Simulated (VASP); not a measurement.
# Zn (Im-3m) in VASP: further runs

The runs below take Zn through relaxation of cell and atoms, single point, with revPBE+D4, BLYP+D3(BJ), r2SCAN.

All numbers are computed with VASP 6.6.1; they aren't measurements. Logs are shortened: lines on timing, memory, paths and dates and some standing lists are left out, and cuts for length are marked.

## Step 1: The cell of the first run

It takes space group Im-3m (No. 229, cubic). Conventional cell: a = 3.138 Å, b = 3.138 Å, c = 3.138 Å, α = 90.00°, β = 90.00°, γ = 90.00°. Within 3.6 Å of Zn (site symmetry m-3m) lie 14 Zn at 2.72 to 3.14 Å.

## Step 2: Relaxation of cell and atoms, revPBE+D4

INCAR

```
SYSTEM = Zn
ALGO     = Normal         ! electronic algorithm
EDIFF    = 1E-6           ! SCF threshold, eV
EDIFFG   = -0.01          ! ionic threshold
ENCUT    = 600            ! plane-wave cutoff, eV
GGA      = RE             ! functional
IBRION   = 2              ! ionic algorithm
ISIF     = 3              ! what is computed and relaxed
ISMEAR   = -1             ! smearing method
IVDW     = 13             ! dispersion correction
LASPH    = .TRUE.         ! aspherical terms in the spheres
LCHARG   = .FALSE.        ! write CHGCAR
LREAL    = .FALSE.        ! projectors in reciprocal space
LWAVE    = .FALSE.        ! write WAVECAR
NELM     = 80             ! most SCF steps
NSW      = 60             ! ionic steps
PREC     = Accurate       ! precision mode
SIGMA    = 0.05           ! smearing width, eV
```

KPOINTS

```
k-points
0
G
  12 12 12
  0 0 0
```

POSCAR

```
Zn
1.0
   -1.5690370000      1.5690370000      1.5690370000
    1.5690370000     -1.5690370000      1.5690370000
    1.5690370000      1.5690370000     -1.5690370000
Zn
1
Direct
    0.0000000000      0.0000000000      0.0000000000
```

Potentials or basis: VASP PAW PBE potentials, release 64 (Zn).

Run with:

```bash
$ cat potpaw_PBE.64/Zn/POTCAR > POTCAR
$ mpirun -np 1 vasp_std > vasp.out
```

OUTCAR:

```text
SYSTEM = Zn
   EDIFF = 1E-6
   EDIFFG = -0.01
   ENCUT = 600
   GGA = RE
   IBRION = 2
   ISIF = 3
   ISMEAR = -1
   IVDW = 13
   LASPH = .TRUE.
   LREAL = .FALSE.
   NELM = 80
   NSW = 60
   PREC = Accurate

 ion  position               nearest neighbor table
   1  0.000  0.000  0.000-

  LATTYP: Found a body centered cubic cell.
 ALAT       =     3.1380740000

  Lattice vectors:

 A1 = (  -1.5690370000,   1.5690370000,   1.5690370000)
 A2 = (   1.5690370000,  -1.5690370000,   1.5690370000)
 A3 = (   1.5690370000,   1.5690370000,  -1.5690370000)

Analysis of symmetry for initial positions (statically):
=====================================================================
 Subroutine PRICEL returns:
 Original cell was already a primitive cell.

 Routine SETGRP: Setting up the symmetry group for a
 body centered cubic supercell.

 Subroutine GETGRP returns: Found 48 space group operations
 (whereof 48 operations were pure point group operations)
 out of a pool of 48 trial point group operations.

The static configuration has the point symmetry O_h .

Analysis of symmetry for dynamics (positions and initial velocities):
=====================================================================
 Subroutine PRICEL returns:
 Original cell was already a primitive cell.

 Routine SETGRP: Setting up the symmetry group for a
 body centered cubic supercell.

 Subroutine GETGRP returns: Found 48 space group operations
 (whereof 48 operations were pure point group operations)
 out of a pool of 48 trial point group operations.

The dynamic configuration has the point symmetry O_h .

 Subroutine INISYM returns: Found 48 space group operations
 (whereof 48 operations are pure point group operations),
 and found     1 'primitive' translations

----------------------------------------------------------------------------------------

                                     Primitive cell

  volume of cell :      15.4511

  direct lattice vectors                    reciprocal lattice vectors
    -1.569037000  1.569037000  1.569037000     0.000000000  0.318666800  0.318666800
     1.569037000 -1.569037000  1.569037000     0.318666800  0.000000000  0.318666800
     1.569037000  1.569037000 -1.569037000     0.318666800  0.318666800  0.000000000

  length of vectors
     2.717651803  2.717651803  2.717651803     0.450662911  0.450662911  0.450662911

  position of ions in fractional coordinates (direct lattice)
     0.000000000  0.000000000  0.000000000

  ion indices of the primitive-cell ions
   primitive index   ion index
                 1           1

----------------------------------------------------------------------------------------

 KPOINTS: k-points

Automatic generation of k-mesh.
 Grid dimensions read from file:
[... 64 lines left out ...]
   NELM   =     80;   NELMIN=  2; NELMDL= -5     # of ELM steps
   EDIFF  = 0.1E-05   stopping-criterion for ELM
   LREAL  =      F    real-space projection
   EDIFFG = -.1E-01   stopping-criterion for IOM
   NSW    =     60    number of steps for IOM
   IBRION =      2    ionic relax: 0-MD 1-quasi-New 2-CG
   NFREE  =      1    steps in history (QN), initial steepest desc. (CG)
   ISIF   =      3    stress and relaxation
   ISYM   =      2    0-nonsym 1-usesym 2-fastsym
   POTIM  = 0.5000    time-step for ionic-motion
   TEBEG  =    0.0;   TEEND  =   0.0 temperature during run
   PSTRESS=    0.0 pullay stress
   NELECT =      12.0000    total number of electrons
   NUPDOWN=      -1.0000    fix difference up-down
   EMIN   =  10.00;   EMAX   =-10.00  energy-range for DOS
   EFERMI =   0.00;   METHOD = LEGACY
   ISMEAR =    -1;   SIGMA  =   0.05  broadening in eV -4-tet -1-fermi 0-gaus
   EFERMI_NEDOS =   21; number of points for ismear=-14 and -15
   IALGO  =     38    algorithm
   IMIX   =      4    mixing-type and parameters
     AMIX     =   0.40;   BMIX     =  1.00
     AMIX_MAG =   1.60;   BMIX_MAG =  1.00
  volume/ion in A,a.u.               =      15.45       104.27
  Fermi-wavevector in a.u.,A,eV,Ry     =   1.504811  2.843681 30.809811  2.264457
  Thomas-Fermi vector in A             =   2.615742
   LORBIT       =      0    0 simple, 1 ext, 2 COOP (PROOUT), +10 PAW based schemes
   GGA     = RE    functional components
   LHFCALC =     F    Hartree Fock is set to
   AEXX    =    0.0000 exact exchange contribution
   IVDW    =    13    specifies the selected vdW correction
   LEPSILON=     F    determine dielectric tensor
   LRPA    =     F    only Hartree local field effects (RPA)
 conjugate gradient relaxation of ions
 non-spin polarized calculation
  energy-cutoff  :      600.00
  volume of cell :       15.45
 maximum number of plane-waves:       533
 NGX is ok and might be reduce to    24
   NGX = 11   NGY = 11   NGZ = 11

--------------------------------------- Ionic step        1  -------------------------------------------

 number of electron      11.9999995 magnetization

 Free energy of the ion-electron system (eV)
  ---------------------------------------------------
  ext. energy  EPLUGINS =         0.00000000
  ---------------------------------------------------
  free energy    TOTEN  =        -0.72151706 eV

  energy without entropy =       -0.71768489  energy(sigma->0) =       -0.71960097

------------------------ aborting loop because EDIFF is reached ----------------------------------------

  DFT-D4 for vdW energy calculation

  Edisp (eV):   -0.55158
[... 108 lines left out ...]
--------------------------------------- Ionic step        4  -------------------------------------------

 number of electron      11.9999999 magnetization

 Free energy of the ion-electron system (eV)
  ---------------------------------------------------
  ext. energy  EPLUGINS =         0.00000000
  ---------------------------------------------------
  free energy    TOTEN  =        -0.70087037 eV

  energy without entropy =       -0.69710388  energy(sigma->0) =       -0.69898713

 E-fermi :   3.6339     XC(G=0): -11.6802

 val. band max:        3.6276509327   @ k =  -0.4167  -0.4167   0.0833
 cond. band min:       3.6357765775   @ k =   0.4167   0.0833   0.0000
 fundamental gap:      0.0081256448
 Fermi energy:         3.6338795028

 k-point     1 :       0.0000    0.0000    0.0000
  band No.  band energies     occupation
      1      -7.1853      2.00000
      2      -4.3102      2.00000
      3      -4.3102      2.00000
      4      -4.3102      2.00000
      5      -3.7637      2.00000
      6      -3.7637      2.00000
      7      23.6092      0.00000
      8      23.6092      0.00000
      9      23.6092      0.00000
     10      24.7665      0.00000
[... 287 lines left out ...]
 k-point    24 :       0.4167    0.0833    0.0833
  band No.  band energies     occupation
      1      -4.8929      2.00000
      2      -4.6410      2.00000
      3      -3.7732      2.00000
      4      -3.7245      2.00000
      5      -3.6653      2.00000
      6       1.4535      2.00000
      7       3.0231      1.99999
      8      12.5328      0.00000
      9      13.0981      0.00000
     10      23.6425      0.00000

 [... further k-points ...]

------------------------ aborting loop because EDIFF is reached ----------------------------------------

  DFT-D4 for vdW energy calculation

  Edisp (eV):   -0.58216
[... 24 lines left out ...]
  FREE ENERGIE OF THE ION-ELECTRON SYSTEM (eV)
  ---------------------------------------------------
  free  energy   TOTEN  =        -1.2830353158 eV

  energy  without entropy=       -1.2792688251  energy(sigma->0) =       -1.28115207

 reached required accuracy - stopping structural energy minimisation
```

OSZICAR:

```text
N       E                     dE             d eps       ncg     rms          rms(c)
DAV:   1     0.379918122141E+02    0.37992E+02   -0.76124E+03  1456   0.211E+03
DAV:   2    -0.944673372940E-01   -0.38086E+02   -0.35679E+02  1454   0.215E+02
DAV:   3    -0.795065086376E+00   -0.70060E+00   -0.69981E+00  1632   0.322E+01
DAV:   4    -0.796572004105E+00   -0.15069E-02   -0.15068E-02  1578   0.150E+00
[... 24 lines left out ...]
DAV:   1    -0.702271011717E+00   -0.29912E-02   -0.17559E-02  1592   0.288E+00    0.267E-01
DAV:   2    -0.701029746725E+00    0.12413E-02   -0.60724E-03  1574   0.177E+00    0.871E-02
DAV:   3    -0.700917340207E+00    0.11241E-03   -0.56342E-05  1542   0.144E-01    0.470E-02
DAV:   4    -0.700869893086E+00    0.47447E-04   -0.16347E-05  1978   0.667E-02    0.156E-03
DAV:   5    -0.700870371474E+00   -0.47839E-06   -0.46588E-07   908   0.737E-03
   4 F= -.12830353E+01 E0= -.12811521E+01  d E =-.993593E-02
```

It took 20 s on 1 thread of Intel Xeon Platinum 8259CL at 2.50GHz (Skylake/Cascade Lake), shared host; peak memory 0.15 GiB.

What came out:

- Free energy: -1.2830 eV
- Relaxed volume: 14.61 Å³/atom
- Relaxed cell: a = 2.667 Å, b = 2.667 Å, c = 2.667 Å, α = 109.47°, β = 109.47°, γ = 109.47°
- Space group after relaxing (to 0.05 Å): Im-3m (No. 229)
- Energy gained by relaxing: 9.9 meV/atom
- Ionic steps: 4
- Pressure after relaxing: 0.0 GPa
- Band gap on the k mesh: zero (band 6 reaches 7.91 eV, above the bottom of band 7 at 2.74 eV)
- Dispersion energy per atom: -0.582 eV

The path:
| step | energy change (eV) | largest force (eV/Å) | pressure (GPa) | volume (Å³) |
| --- | --- | --- | --- | --- |
| 1 | 0.0000 | 0.0000 | -3.45 | 15.45 |
| 2 | -0.0097 | 0.0000 | -0.69 | 14.72 |
| 3 | -0.0099 | 0.0000 | 0.25 | 14.57 |
| 4 | -0.0099 | 0.0000 | -0.03 | 14.61 |

Final structure:
```
Zn
1.0
    -1.53991    1.53991    1.53991
     1.53991   -1.53991    1.53991
     1.53991    1.53991   -1.53991
Zn
1
Cartesian
  0.0000 0.0000 0.0000
```

Levels at points of the mesh, in eV from the Fermi level:
```tsv
k point	band 2	band 3	band 4	band 5	band 6	band 7	band 8	band 9	band 10
(0.00, 0.00, 0.00)	-7.94	-7.94	-7.94	-7.40	-7.40	19.98	19.98	19.98	21.13
(0.50, 0.00, 0.00)	-8.28	-7.43	-7.36	-7.03	-2.92	-0.89	11.77	13.03	15.68
(0.50, 0.50, 0.50)	-8.57	-7.12	-7.12	-7.12	4.27	4.27	4.27	8.19	8.68
```

Caveat: the PAW data sets were made with another functional, which shifts forces and pressure a little; pairwise dispersion overbinds metals, which lowers pressure and volume.

## Step 3: Relaxation of cell and atoms, BLYP+D3(BJ)

INCAR

```
SYSTEM = Zn
AGGAC    = 1.0          
AGGAX    = 1.0          
ALDAC    = 0.0          
ALDAX    = 1.0          
ALGO     = Normal         ! electronic algorithm
EDIFF    = 1E-7           ! SCF threshold, eV
EDIFFG   = -0.01          ! ionic threshold
ENCUT    = 600            ! plane-wave cutoff, eV
GGA      = B5             ! functional
IBRION   = 2              ! ionic algorithm
ISIF     = 3              ! what is computed and relaxed
ISMEAR   = -1             ! smearing method
IVDW     = 12             ! dispersion correction
LASPH    = .TRUE.         ! aspherical terms in the spheres
LCHARG   = .FALSE.        ! write CHGCAR
LREAL    = .FALSE.        ! projectors in reciprocal space
LWAVE    = .FALSE.        ! write WAVECAR
NELM     = 80             ! most SCF steps
NSW      = 60             ! ionic steps
PREC     = Accurate       ! precision mode
SIGMA    = 0.05           ! smearing width, eV
VDW_A1   = 0.4298       
VDW_A2   = 4.2359       
VDW_S6   = 1.0          
VDW_S8   = 2.6996
```

KPOINTS is that of step 2.

POSCAR is that of step 2.

Potentials or basis: VASP PAW PBE potentials, release 64 (Zn).

Run with:

```bash
$ cat potpaw_PBE.64/Zn/POTCAR > POTCAR
$ mpirun -np 1 vasp_std > vasp.out
```

Run time: 32 s. Hardware: 1 thread of Intel Xeon Platinum 8259CL at 2.50GHz (Skylake/Cascade Lake), shared host; peak memory 0.15 GiB.

Results (log left out):

```yaml
Free_energy: -1.1466 eV
Relaxed_volume: 14.60 Å³/atom
Relaxed_cell: a = 2.667 Å, b = 2.667 Å, c = 2.667 Å, α = 109.47°, β = 109.47°, γ = 109.47°
Space_group_after_relaxing_to_0.05_Å: Im-3m (No. 229)
Energy_gained_by_relaxing: 9.0 meV/atom
Ionic_steps: 3
Pressure_after_relaxing: 0.0 GPa
Band_gap_on_the_k_mesh: zero (band 6 reaches 8.22 eV, above the bottom of band 7 at 2.98 eV)
Dispersion_energy_per_atom: -0.938 eV
```

Step by step:
```tsv
step	energy change (eV)	largest force (eV/Å)	pressure (GPa)	volume (Å³)
1	0.0000	0.0000	-3.23	15.45
2	-0.0087	0.0000	-0.71	14.76
3	-0.0090	0.0000	0.01	14.60
```

Final structure:
```yaml
crystal:
  lattice:
    - [-1.53986, 1.53986, 1.53986]
    - [1.53986, -1.53986, 1.53986]
    - [1.53986, 1.53986, -1.53986]
  atoms:
    - { symbol: Zn, position: [0.00000, 0.00000, 0.00000] }
```

Levels at points of the mesh, in eV from the Fermi level:
```tsv
k point	band 3	band 4	band 5	band 6	band 7	band 8	band 9	band 10
(0.00, 0.00, 0.00)	-8.10	-8.10	-7.55	-7.55	19.52	19.52	19.52	21.59
(0.50, 0.00, 0.00)	-7.58	-7.51	-7.18	-2.74	-0.99	11.54	13.13	15.95
(0.50, 0.50, 0.50)	-7.27	-7.27	-7.27	4.25	4.25	4.25	7.75	9.09
```

Caveat: the PAW data sets were made with another functional, which shifts forces and pressure a little; pairwise dispersion overbinds metals, which lowers pressure and volume.

## Step 4: Single point, r2SCAN

This run uses another cell than the first one, of 15.14 Å³/atom, 0.980 times its volume.

POSCAR

```
Zn
1.0
   -1.5585062330      1.5585062330      1.5585062330
    1.5585062330     -1.5585062330      1.5585062330
    1.5585062330      1.5585062330     -1.5585062330
Zn
1
Direct
    0.0000000000      0.0000000000      0.0000000000
```

INCAR.step1

```
ALGO = Normal
EDIFF = 1E-4
ENCUT = 520
GGA = PE
ISMEAR = -1
LASPH = T
LCHARG = F
LREAL = F
LWAVE = T
NBANDS = 12
NELM = 80
PREC = Accurate
SIGMA = 0.05
```

INCAR.step2

```
ALGO = Normal
EDIFF = 1E-6
ENCUT = 520
ISIF = 2
ISMEAR = -1
ISTART = 1
LASPH = T
LCHARG = F
LMIXTAU = T
LREAL = F
LWAVE = F
METAGGA = R2SCAN
NBANDS = 12
NELM = 80
PREC = Accurate
SIGMA = 0.05
```

KPOINTS

```
k-points
0
Gamma
  12 12 12
```

Run with:

```bash
$ cat potpaw_PBE.64/Zn/POTCAR > POTCAR
$ cp INCAR.step1 INCAR
$ mpirun -np 1 vasp_std > vasp.out
$ cp INCAR.step2 INCAR
$ mpirun -np 1 vasp_std > vasp.out
```

It took 36 s on 1 thread of AMD EPYC 7R13 (Zen 3), shared host; peak memory 0.1 GiB.

It converged, with:

- Free energy: -8.7879 eV
- Pressure: -3.5 GPa
- Band gap on the k mesh: zero (band 6 reaches 7.60 eV, above the bottom of band 7 at 2.21 eV)

Levels at points of the mesh, in eV from the Fermi level:
| k point | band 2 | band 3 | band 4 | band 5 | band 6 | band 7 | band 8 | band 9 | band 10 | band 11 |
| --- | --- | --- | --- | --- | --- | --- | --- | --- | --- | --- |
| (0.00, 0.00, 0.00) | -8.17 | -8.17 | -8.17 | -7.65 | -7.65 | 20.46 | 20.46 | 20.46 | 21.86 | 21.86 |
| (0.50, 0.00, 0.00) | -8.49 | -7.68 | -7.62 | -7.30 | -2.96 | -0.93 | 12.15 | 13.49 | 15.93 | 17.68 |
| (0.50, 0.50, 0.50) | -8.78 | -7.38 | -7.38 | -7.38 | 4.47 | 4.47 | 4.47 | 8.41 | 8.75 | 8.75 |

Caveat: the PAW data sets were made with another functional, which shifts forces and pressure a little.

## Step 5: Single point, r2SCAN

This run uses another cell than the first one, of 16.07 Å³/atom, 1.040 times its volume.

POSCAR

```
Zn
1.0
   -1.5896845915      1.5896845915      1.5896845915
    1.5896845915     -1.5896845915      1.5896845915
    1.5896845915      1.5896845915     -1.5896845915
Zn
1
Direct
    0.0000000000      0.0000000000      0.0000000000
```

INCAR.step1

```
SYSTEM = Zn
PREC = Accurate ; ENCUT = 520
ISMEAR = -1 ; SIGMA = 0.05
LREAL = .False. ; LASPH = .True.
NELM = 60 ; NBANDS = 12
GGA = PE ; ALGO = Normal
EDIFF = 1E-4 ; LWAVE = .True.
LCHARG = .False.
```

INCAR.step2

```
SYSTEM = Zn
PREC = Accurate ; ENCUT = 520
EDIFF = 1E-6 ; ISMEAR = -1
SIGMA = 0.05 ; LREAL = .False.
LASPH = .True. ; NELM = 60
ALGO = Normal ; ISIF = 2
LWAVE = .False. ; LCHARG = .False.
METAGGA = R2SCAN ; LMIXTAU = .True.
NBANDS = 12 ; ISTART = 1
```

KPOINTS

```
regular mesh
0
Gamma
  12 12 12
  0 0 0
```

Run with:

```bash
$ cat potpaw_PBE.64/Zn/POTCAR > POTCAR
$ cp INCAR.step1 INCAR
$ mpirun -np 1 vasp_std > vasp.out
$ cp INCAR.step2 INCAR
$ mpirun -np 1 vasp_std > vasp.out
```

Wall time 37 s (1 thread of AMD EPYC 7R13 (Zen 3), shared host); peak memory 0.1 GiB.

It converged, with:

* Free energy: -8.7568 eV
* Pressure: -6.9 GPa
* Band gap on the k mesh: zero (band 6 reaches 7.07 eV, above the bottom of band 7 at 1.68 eV)

Levels at points of the mesh, in eV from the Fermi level:
```
           k point  band 3  band 4  band 5  band 6  band 7  band 8  band 9  band 10
(0.00, 0.00, 0.00)   -7.96   -7.96   -7.49   -7.49   19.49   19.49   19.49    21.39
(0.50, 0.00, 0.00)   -7.52   -7.46   -7.18   -2.66   -0.99   11.68   13.12    15.47
(0.50, 0.50, 0.50)   -7.25   -7.25   -7.25    4.40    4.40    4.40    7.72     8.59
```

Caveat: the PAW data sets were made with another functional, which shifts forces and pressure a little.

## Step 6: Overview

```csv
task,level,cell,cutoff (eV),gap on the mesh (eV),pressure (GPa),relaxed volume (Å³/atom)
relaxation of cell and atoms,revPBE+D4,"relaxed from a = 2.718 Å, angles 109.5°, 1 atom",600,none,0.0,14.61
relaxation of cell and atoms,BLYP+D3(BJ),"relaxed from a = 2.718 Å, angles 109.5°, 1 atom",600,none,0.0,14.60
single point,r2SCAN,"a = 2.699 Å, angles 109.5°, 1 atom",520,none,-3.5,-
single point,r2SCAN,"a = 2.753 Å, angles 109.5°, 1 atom",520,none,-6.9,-
```

Alike in all rows: potentials or basis VASP PAW PBE potentials, release 64 (Zn); no spin polarisation; k mesh 12 × 12 × 12; smearing fermi-dirac 0.05 eV.

Caveats: the PAW data sets were made with another functional, which shifts forces and pressure a little; pairwise dispersion overbinds metals, which lowers pressure and volume (some runs).

Absolute energies hang on the potentials; compare differences alone.
